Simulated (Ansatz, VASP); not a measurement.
## KHf2O2: VASP beside Ansatz

```
K Hf O
1.0
     5.42964    0.00000    0.00000
    -2.71482    4.70220    0.00000
     0.00000    0.00000    6.02373
K Hf O
1 2 2
Direct
  0.00000 0.00000 0.50000
  0.33333 0.66667 0.50000
  0.66667 0.33333 0.50000
  0.00000 0.00000 0.89011
  0.00000 0.00000 0.10989
```

Alike in both runs: functional PBE; k mesh 6 × 6 × 4; occupations gaussian, width 0.1 eV; no spin polarisation.

Ansatz relaxed the structure, and its values are those at the end. VASP's run is a single point on that final structure, the one shown.

```csv
,VASP,Ansatz
version,VASP 6.6.1,Ansatz 0.2.0
potentials or method,"VASP PAW PBE potentials, release 64 (K_sv, Hf_pv, O), cutoff 520 eV","scalar-relativistic, plane waves, PAW"
valence electrons in the cell,41,73
```

|  | VASP | Ansatz | Ansatz less VASP |
| --- | --- | --- | --- |
| gap on the k mesh at the Fermi level (eV) | none | none | - |
| pressure (GPa) | 0.2 | 0.1 | -0.14 |
| rms of the force components (eV/Å) | 0.138 | 0.002 | -0.1360 |

A gap of «none» marks a metal or a gap that the smearing closes. One of these differences is far larger than is usual between the two programs; its cause wasn't traced. VASP's potentials hold 41 valence electrons a cell and Ansatz's 73, so a difference there can come from the potentials and not from the codes.

Spin-orbit coupling is off throughout.
